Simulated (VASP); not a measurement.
A run of VASP 6.6.1 is set up as follows.

File INCAR:

```
SYSTEM = LiF
ALGO = Normal ; EDIFF = 1E-6
ENCUT = 520 ; ISIF = 2
ISMEAR = 0 ; LASPH = .TRUE.
LCHARG = .TRUE. ; LELF = .TRUE.
LREAL = .FALSE. ; LVHAR = .TRUE.
LWAVE = .FALSE. ; NBANDS = 18
NELM = 60 ; PREC = Accurate
SIGMA = 0.05
```

File KPOINTS:

```
k-points
0
G
  9 9 6
  0 0 0
```

The input POSCAR:

```
LiF
1.0
    2.8830636557      0.0000000000      0.0000000000
   -1.4415318279      2.4968063666      0.0000000000
    0.0000000000      0.0000000000      4.6521115149
Li F
2 2
Direct
    0.3333333333      0.6666666667      0.3839784076
    0.6666666667      0.3333333333      0.8839784076
    0.3333333333      0.6666666667      0.9910195924
    0.6666666667      0.3333333333      0.4910195924
```

Potentials or basis: VASP PAW LDA potentials, release 64 (Li_sv, F).

Launch:

```sh
$ cat potpaw_LDA.64/Li_sv/POTCAR potpaw_LDA.64/F/POTCAR > POTCAR
$ mpirun -np 1 vasp_std > vasp.out
```

Task: What does it give for the band gap on the k mesh?

Result: 8.48 eV.

Task: Predict the largest force.

Result: 0.275 eV/Å.

Forces on the atoms (eV/Å):
```
Li   0.000  0.000 -0.275
Li   0.000  0.000 -0.275
F    0.000  0.000  0.275
F    0.000  0.000  0.275
```

Caveat: an odd mesh through Γ misses points on the zone boundary, where band edges can lie.
